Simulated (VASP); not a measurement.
A run of VASP 6.6.1 is set up as follows.

File INCAR:

```
SYSTEM = Al2Cu
PREC = Accurate
ENCUT = 520
EDIFF = 1E-7
ISMEAR = 0
SIGMA = 0.15
LREAL = .FALSE.
LASPH = .TRUE.
NELM = 60
ALGO = Fast
ISIF = 2
LWAVE = .FALSE.
LCHARG = .FALSE.
GGA = PE
NBANDS = 26
```

KPOINTS

```
regular mesh
0
G
  12 12 12
  0 0 0
```

Contents of POSCAR:

```
Al2Cu
1.0
   -3.0261888817      3.0261888817      2.5148659737
    3.0261888817     -3.0261888817      2.5148659737
    3.0261888817      3.0261888817     -2.5148659737
Al Cu
4 2
Direct
    0.1587211842      0.6587211842      0.8174423684
    0.6587211842      0.8412788158      0.5000000000
    0.8412788158      0.3412788158      0.1825576316
    0.3412788158      0.1587211842      0.5000000000
    0.7500000000      0.7500000000      0.0000000000
    0.2500000000      0.2500000000      0.0000000000
```

Potentials or basis: VASP PAW PBE potentials, release 64 (Al, Cu).

The run is started by

```sh
$ cat potpaw_PBE.64/Al/POTCAR potpaw_PBE.64/Cu/POTCAR > POTCAR
$ mpirun -np 1 vasp_std > vasp.out
```

Task: Predict the pressure.

Result: -2.4 GPa.

Task: What does it give for the largest force?

Result: 0.066 eV/Å.

Stress tensor (GPa, compression positive):
```
-1.33  0.00  0.00
 0.00 -1.33  0.00
 0.00  0.00 -4.56
```

Caveat: the cell differs from its parent crystal (strain +0.000 along x and y, +0.030 along z).
